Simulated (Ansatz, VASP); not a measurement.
SnTe: VASP beside Ansatz

INCAR

```
SYSTEM = SnTe
PREC = Accurate ; ENCUT = 600
EDIFF = 1E-6 ; ISMEAR = -1
SIGMA = 0.05 ; LREAL = .FALSE.
LASPH = .TRUE. ; NELM = 60
ALGO = Normal ; ISIF = 3
LWAVE = .FALSE. ; LCHARG = .FALSE.
IBRION = 2 ; NSW = 80
EDIFFG = -0.005
```

File KPOINTS:

```
Automatic mesh
0
G
  7 7 7
  0 0 0
```

POSCAR

```
SnTe
1.0
    0.0000000000      3.1508500000      3.1508500000
    3.1508500000      0.0000000000      3.1508500000
    3.1508500000      3.1508500000      0.0000000000
Te Sn
1 1
Direct
    0.5000000000      0.5000000000      0.5000000000
    0.0000000000      0.0000000000      0.0000000000
```

The input input.yaml:

```yaml
crystal:
  lattice:
    - [0.0, 3.15085, 3.15085]
    - [3.15085, 0.0, 3.15085]
    - [3.15085, 3.15085, 0.0]
  atoms:
    - { symbol: Te, position: [0.5, 0.5, 0.5] }
    - { symbol: Sn, position: [0.0, 0.0, 0.0] }
kpoints:
  mp_grid: { grid: [7, 7, 7] }
scf:
  occupations: { method: fermi_dirac, width: 0.05 }
hamiltonian:
  xc: lda
  pseudopotentials: { kind: all_electron, lapw: { basis_error: 0.001 } }
output:
  forces: true
  stress: true
relax:
  f_tol: 0.005
  max_steps: 60
  cell: {}
```

Alike in both runs: task relaxation of cell and atoms; functional LDA; k mesh 7 × 7 × 7; occupations fermi-dirac, width 0.05 eV; no spin polarisation.

|  | VASP | Ansatz |
| --- | --- | --- |
| version | VASP 6.6.1 | Ansatz 0.2.0 |
| potentials or method | VASP PAW LDA potentials, release 64 (Te, Sn_d), cutoff 600 eV | all-electron LAPW, scalar-relativistic |

Ansatz gave:

| Item | Value |
| --- | --- |
| relaxed volume (Å³/atom) | 30.28 |
| relaxed cell length with the largest relative difference (Å) | 4.408 |

Estimate VASP's values.

relaxed volume (Å³/atom): 30.30; relaxed cell length with the largest relative difference (Å): 4.409.

LDA's correlation is that of Perdew and Zunger in VASP and of Perdew and Wang (1992) in Ansatz. Ansatz ran all-electron here, and VASP with PAW potentials.

Spin-orbit coupling is off throughout.
